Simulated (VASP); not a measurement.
# Ge (P-1) in VASP: single point with PBE+D3(BJ)

Aim: the single point of Ge with PBE+D3(BJ).

Program: VASP 6.6.1. These are calculated values, not measurements. Logs are shortened: lines on timing, memory, paths and dates and some standing lists are left out, and cuts for length are marked.

## (1) The cell of the first run

The typed cell holds 1 atom: a = 2.803 Å, b = 2.870 Å, c = 3.023 Å, α = 61.54°, β = 61.01°, γ = 62.19°.

## (2) Single point, PBE+D3(BJ)

INCAR

```
PREC     = Accurate       # precision mode
ENCUT    = 520            # plane-wave cutoff, eV
EDIFF    = 1E-6           # SCF threshold, eV
ISMEAR   = -1             # smearing method
SIGMA    = 0.2585199978643553 # smearing width, eV
LREAL    = False          # projectors in reciprocal space
LASPH    = True           # aspherical terms in the spheres
NELM     = 80             # most SCF steps
ALGO     = Normal         # electronic algorithm
ISIF     = 2              # what is computed and relaxed
LWAVE    = False          # write WAVECAR
LCHARG   = False          # write CHGCAR
GGA      = PE             # functional
IVDW     = 12             # dispersion correction
NBANDS   = 13             # bands
```

KPOINTS

```
regular mesh
0
Gamma
  2 2 2
```

POSCAR

```
Ge
1.0
   -0.0004569780      2.0248885497      1.9388574395
    2.0756689500     -0.0435417187      1.9819421802
    2.1400981661      2.1324025065     -0.1079709349
Ge
1
Direct
    0.0000000000      0.0000000000      0.0000000000
```

Potentials or basis: VASP PAW PBE potentials, release 64 (Ge_d).

Launch:

```console
$ cat potpaw_PBE.64/Ge_d/POTCAR > POTCAR
$ mpirun -np 1 vasp_std > vasp.out
```

OUTCAR:

```text
PREC = Accurate
   ENCUT = 520
   EDIFF = 1E-6
   ISMEAR = -1
   LREAL = False
   LASPH = True
   NELM = 80
   ISIF = 2
   GGA = PE
   IVDW = 12
 IVDW          = 12

 ion  position               nearest neighbor table
   1  0.000  0.000  0.000-

  LATTYP: Found a triclinic cell.
 ALAT       =     2.8702599668
 B/A-ratio  =     1.4692775697
 C/A-ratio  =     0.9767240029
 COS(alpha) =     0.0001526592
 COS(beta)  =     0.4664791497
 COS(gamma) =     0.7121409382

  Lattice vectors:

 A1 = (   2.0756689500,  -0.0435417187,   1.9819421802)
 A2 = (   4.2162240941,   0.0639722381,  -0.0648861942)
 A3 = (  -0.0004569780,   2.0248885497,   1.9388574395)

Analysis of symmetry for initial positions (statically):
=====================================================================
 Subroutine PRICEL returns:
 Original cell was already a primitive cell.

 Routine SETGRP: Setting up the symmetry group for a
 triclinic supercell.

 Subroutine GETGRP returns: Found  2 space group operations
 (whereof  2 operations were pure point group operations)
 out of a pool of  2 trial point group operations.

The static configuration has the point symmetry S_2 .

Analysis of symmetry for dynamics (positions and initial velocities):
=====================================================================
 Subroutine PRICEL returns:
 Original cell was already a primitive cell.

 Routine SETGRP: Setting up the symmetry group for a
 triclinic supercell.

 Subroutine GETGRP returns: Found  2 space group operations
 (whereof  2 operations were pure point group operations)
 out of a pool of  2 trial point group operations.

The dynamic configuration has the point symmetry S_2 .

 Subroutine INISYM returns: Found  2 space group operations
 (whereof  2 operations are pure point group operations),
 and found     1 'primitive' translations

----------------------------------------------------------------------------------------

                                     Primitive cell

  volume of cell :      17.8068

  direct lattice vectors                    reciprocal lattice vectors
    -0.000456978  2.024888550  1.938857440    -0.237078286  0.250784622  0.253799346
     2.075668950 -0.043541719  1.981942180     0.244460668 -0.233017957  0.243415063
     2.140098166  2.132402507 -0.107970935     0.230116660  0.226056331 -0.236032681

  length of vectors
     2.803451804  2.870259967  3.023047855     0.428384347  0.416304311  0.399708104

  position of ions in fractional coordinates (direct lattice)
     0.000000000  0.000000000  0.000000000

  ion indices of the primitive-cell ions
   primitive index   ion index
                 1           1

----------------------------------------------------------------------------------------

 KPOINTS: regular mesh

Automatic generation of k-mesh.
 Grid dimensions read from file:
 generate k-points for:    2    2    2

 Generating k-lattice:

  Cartesian coordinates                     Fractional coordinates (reciprocal lattice)
    -0.118539143  0.125392311  0.126899673     0.500000000  0.000000000 -0.000000000
     0.122230334 -0.116508978  0.121707531    -0.000000000  0.500000000  0.000000000
     0.115058330  0.113028166 -0.118016340     0.000000000 -0.000000000  0.500000000

  Length of vectors
     0.214192173  0.208152155  0.199854052

  Shift w.r.t. Gamma in fractional coordinates (k-lattice)
     0.000000000  0.000000000  0.000000000

 Subroutine IBZKPT returns following result:
 ===========================================

 Found      8 irreducible k-points:

 Following reciprocal coordinates:
            Coordinates               Weight
  0.000000  0.000000  0.000000      1.000000
  0.500000  0.000000  0.000000      1.000000
 -0.000000  0.500000 -0.000000      1.000000
  0.500000  0.500000 -0.000000      1.000000
  0.000000  0.000000  0.500000      1.000000
  0.500000  0.000000  0.500000      1.000000
  0.000000  0.500000  0.500000      1.000000
  0.500000  0.500000  0.500000      1.000000
   k-points           NKPTS =      8   k-points in BZ     NKDIM =      8   number of bands    NBANDS=     13
   number of dos      NEDOS =    301   number of ions     NIONS =      1
   total plane-waves  NPLWV =  13824
   dimension x,y,z NGX =    24 NGY =   24 NGZ =   24
   dimension x,y,z NGXF=    48 NGYF=   48 NGZF=   48
   ions per type =               1
   NGX,Y,Z   is equivalent  to a cutoff of  14.23, 13.90, 13.20 a.u.
   NGXF,Y,Z  is equivalent  to a cutoff of  28.46, 27.80, 26.40 a.u.
 SYSTEM =  unknown system
   PREC   = accura    normal or accurate (medium, high low for compatibility)
   ISTART =      0    job   : 0-new  1-cont  2-samecut
   ICHARG =      2    charge: 1-file 2-atom 10-const
   ISPIN  =      1    spin polarized calculation?
   LNONCOLLINEAR =      F non collinear calculations
   LSORBIT =      F    spin-orbit coupling
   LASPH  =      T    aspherical Exc in radial PAW
   ENCUT  =  520.0 eV  38.22 Ry    6.18 a.u.   5.21  5.34  5.62*2*pi/ulx,y,z
   NELM   =     80;   NELMIN=  2; NELMDL= -5     # of ELM steps
   EDIFF  = 0.1E-05   stopping-criterion for ELM
   LREAL  =      F    real-space projection
   EDIFFG = 0.1E-04   stopping-criterion for IOM
   NSW    =      0    number of steps for IOM
   IBRION =     -1    ionic relax: 0-MD 1-quasi-New 2-CG
   NFREE  =      0    steps in history (QN), initial steepest desc. (CG)
   ISIF   =      2    stress and relaxation
   ISYM   =      2    0-nonsym 1-usesym 2-fastsym
   POTIM  = 0.5000    time-step for ionic-motion
   TEBEG  =    0.0;   TEEND  =   0.0 temperature during run
   PSTRESS=    0.0 pullay stress
   NELECT =      14.0000    total number of electrons
   NUPDOWN=      -1.0000    fix difference up-down
   EMIN   =  10.00;   EMAX   =-10.00  energy-range for DOS
   EFERMI =   0.00;   METHOD = LEGACY
   ISMEAR =    -1;   SIGMA  =   0.26  broadening in eV -4-tet -1-fermi 0-gaus
   EFERMI_NEDOS =   21; number of points for ismear=-14 and -15
   IALGO  =     38    algorithm
   IMIX   =      4    mixing-type and parameters
     AMIX     =   0.40;   BMIX     =  1.00
     AMIX_MAG =   1.60;   BMIX_MAG =  1.00
  volume/ion in A,a.u.               =      17.81       120.17
  Fermi-wavevector in a.u.,A,eV,Ry     =   1.510970  2.855319 31.062513  2.283030
  Thomas-Fermi vector in A             =   2.621089
   LORBIT       =      0    0 simple, 1 ext, 2 COOP (PROOUT), +10 PAW based schemes
   GGA     = PE    functional components
   LHFCALC =     F    Hartree Fock is set to
   AEXX    =    0.0000 exact exchange contribution
   IVDW    =    12    specifies the selected vdW correction
   LEPSILON=     F    determine dielectric tensor
   LRPA    =     F    only Hartree local field effects (RPA)
 non-spin polarized calculation
  energy-cutoff  :      520.00
  volume of cell :       17.81
 maximum number of plane-waves:       491
 NGX is ok and might be reduce to    24
   NGX = 11   NGY = 11   NGZ = 11

 number of electron      13.9999998 magnetization

 Free energy of the ion-electron system (eV)
  ---------------------------------------------------
  ext. energy  EPLUGINS =         0.00000000
  ---------------------------------------------------
  free energy    TOTEN  =        -6.44439327 eV

  energy without entropy =       -6.32965751  energy(sigma->0) =       -6.38702539

 E-fermi :   9.3006     XC(G=0): -11.5803

 val. band max:        3.2277717762   @ k =   0.5000   0.5000  -0.0000
 cond. band min:       9.3443883668   @ k =   0.5000   0.5000  -0.0000
 fundamental gap:      6.1166165906
 Fermi energy:         9.3005711313

 k-point     1 :       0.0000    0.0000    0.0000
  band No.  band energies     occupation
      1     -17.3604      2.00000
      2     -17.3524      2.00000
      3     -17.3259      2.00000
      4     -17.2847      2.00000
      5     -17.2594      2.00000
      6      -6.2453      2.00000
      7      15.5674      0.00000
      8      17.2079      0.00000
      9      18.0943      0.00000
     10      20.2028      0.00000
     11      22.0127      0.00000
     12      23.1931      0.00000
     13      23.3020      0.00000

 k-point     2 :       0.5000    0.0000    0.0000
  band No.  band energies     occupation
      1     -17.3691      2.00000
      2     -17.3345      2.00000
      3     -17.3087      2.00000
      4     -17.2363      2.00000
      5     -17.2058      2.00000
      6      -0.0862      2.00000
      7       1.6649      2.00000
      8      13.6627      0.00000
      9      14.8337      0.00000
     10      18.6826      0.00000
     11      20.1036      0.00000
     12      21.2200      0.00000
     13      21.4766      0.00000

 k-point     3 :      -0.0000    0.5000   -0.0000
  band No.  band energies     occupation
      1     -17.3776      2.00000
      2     -17.3410      2.00000
      3     -17.2994      2.00000
      4     -17.2384      2.00000
      5     -17.2123      2.00000
      6      -0.6439      2.00000
      7       1.5091      2.00000
      8      14.0322      0.00000
      9      15.5717      0.00000
     10      18.8815      0.00000
     11      20.6954      0.00000
     12      22.0996      0.00000
     13      22.2637      0.00000

 k-point     4 :       0.5000    0.5000   -0.0000
  band No.  band energies     occupation
      1     -17.4133      2.00000
      2     -17.3650      2.00000
      3     -17.2370      2.00000
      4     -17.2115      2.00000
      5     -17.1926      2.00000
      6       2.5515      2.00000
      7       3.2278      2.00000
      8       9.3444      0.91546
      9      10.1943      0.06111
     10      13.3140      0.00000
     11      14.1677      0.00000
     12      34.4945      0.00000
     13      35.7016      0.00000

 k-point     5 :       0.0000    0.0000    0.5000
  band No.  band energies     occupation
      1     -17.3672      2.00000
      2     -17.3442      2.00000
      3     -17.3244      2.00000
      4     -17.2327      2.00000
      5     -17.2198      2.00000
      6      -1.3938      2.00000
      7       1.3462      2.00000
      8      15.1594      0.00000
      9      16.2618      0.00000
     10      20.3028      0.00000
     11      21.2201      0.00000
     12      22.5055      0.00000
     13      22.7060      0.00000

 k-point     6 :       0.5000    0.0000    0.5000
  band No.  band energies     occupation
      1     -17.4193      2.00000
      2     -17.3640      2.00000
      3     -17.2366      2.00000
      4     -17.2210      2.00000
      5     -17.1915      2.00000
      6       1.7406      2.00000
      7       2.7269      2.00000
      8       9.9736      0.13786
      9      10.9835      0.00297
     10      13.9600      0.00000
     11      14.8811      0.00000
     12      34.7895      0.00000
     13      36.3373      0.00000

 k-point     7 :       0.0000    0.5000    0.5000
  band No.  band energies     occupation
      1     -17.4207      2.00000
      2     -17.3691      2.00000
      3     -17.2244      2.00000
      4     -17.2185      2.00000
      5     -17.2038      2.00000
      6       1.5903      2.00000
      7       2.6858      2.00000
      8       9.3616      0.88246
      9      11.7551      0.00015
     10      13.3962      0.00000
     11      15.6628      0.00000
     12      35.0737      0.00000
     13      36.7509      0.00000

 k-point     8 :       0.5000    0.5000    0.5000
  band No.  band energies     occupation
      1     -17.3665      2.00000
      2     -17.3363      2.00000
      3     -17.3167      2.00000
      4     -17.2240      2.00000
      5     -17.2091      2.00000
      6      -0.0504      2.00000
      7       1.6753      2.00000
      8      14.0396      0.00000
      9      14.5547      0.00000
     10      19.4428      0.00000
     11      20.0556      0.00000
     12      20.4031      0.00000
     13      21.2589      0.00000

------------------------ aborting loop because EDIFF is reached ----------------------------------------

 Edisp (eV)   -0.37188

 E8    (eV) :    -0.1643

  FORCE on cell =-STRESS in cart. coord.  units (eV):
  Direction    XX          YY          ZZ          XY          YZ          ZX
  --------------------------------------------------------------------------------------
  -------------------------------------------------------------------------------------
  Total      -2.06566    -0.43176    -0.76808     1.17531    -0.43953     0.38329
  in kB    -185.85967   -38.84762   -69.10856   105.74917   -39.54702    34.48715
  external pressure =      -97.94 kB  Pullay stress =        0.00 kB

 VOLUME and BASIS-vectors are now :
 -----------------------------------------------------------------------------
  energy-cutoff  :      520.00
  volume of cell :       17.81
      direct lattice vectors                 reciprocal lattice vectors
    -0.000456978  2.024888550  1.938857440    -0.237078286  0.250784622  0.253799346
     2.075668950 -0.043541719  1.981942180     0.244460668 -0.233017957  0.243415063
     2.140098166  2.132402507 -0.107970935     0.230116660  0.226056331 -0.236032681

 POSITION                                       TOTAL-FORCE (eV/Angst)
 -----------------------------------------------------------------------------------
      0.00000      0.00000      0.00000         0.000000      0.000000      0.000000
 -----------------------------------------------------------------------------------
    total drift:                               -0.000000      0.000000      0.000000

  FREE ENERGIE OF THE ION-ELECTRON SYSTEM (eV)
  ---------------------------------------------------
  free  energy   TOTEN  =        -6.8162767380 eV

  energy  without entropy=       -6.7015409836  energy(sigma->0) =       -6.75890886
```

Run time: 3 s. Hardware: 1 thread of Intel Xeon Platinum 8488C (Sapphire Rapids), shared host; peak memory 0.14 GiB.

What came out:

```yaml
Free_energy: -6.8163 eV
Pressure: -9.8 GPa
Band_gap_on_the_k_mesh: zero (band 7 reaches 15.57 eV, above the bottom of band 8 at 9.34 eV)
Dispersion_energy_per_atom: -0.372 eV
```

Levels at points of the mesh, in eV from the Fermi level:
| k point | band 3 | band 4 | band 5 | band 6 | band 7 | band 8 | band 9 | band 10 | band 11 | band 12 |
| --- | --- | --- | --- | --- | --- | --- | --- | --- | --- | --- |
| (0.00, 0.00, 0.00) | -26.63 | -26.59 | -26.56 | -15.55 | 6.27 | 7.91 | 8.79 | 10.90 | 12.71 | 13.89 |
| (0.50, 0.00, 0.00) | -26.61 | -26.54 | -26.51 | -9.39 | -7.64 | 4.36 | 5.53 | 9.38 | 10.80 | 11.92 |
| (0.00, 0.50, 0.00) | -26.60 | -26.54 | -26.51 | -9.94 | -7.79 | 4.73 | 6.27 | 9.58 | 11.39 | 12.80 |
| (0.50, 0.50, 0.00) | -26.54 | -26.51 | -26.49 | -6.75 | -6.07 | 0.04 | 0.89 | 4.01 | 4.87 | 25.19 |
| (0.00, 0.00, 0.50) | -26.62 | -26.53 | -26.52 | -10.69 | -7.95 | 5.86 | 6.96 | 11.00 | 11.92 | 13.20 |
| (0.50, 0.00, 0.50) | -26.54 | -26.52 | -26.49 | -7.56 | -6.57 | 0.67 | 1.68 | 4.66 | 5.58 | 25.49 |
| (0.00, 0.50, 0.50) | -26.52 | -26.52 | -26.50 | -7.71 | -6.61 | 0.06 | 2.45 | 4.10 | 6.36 | 25.77 |
| (0.50, 0.50, 0.50) | -26.62 | -26.52 | -26.51 | -9.35 | -7.63 | 4.74 | 5.25 | 10.14 | 10.76 | 11.10 |

Caveat: the k points lie up to 1.35 Å⁻¹ apart; pairwise dispersion overbinds metals, which lowers pressure and volume.
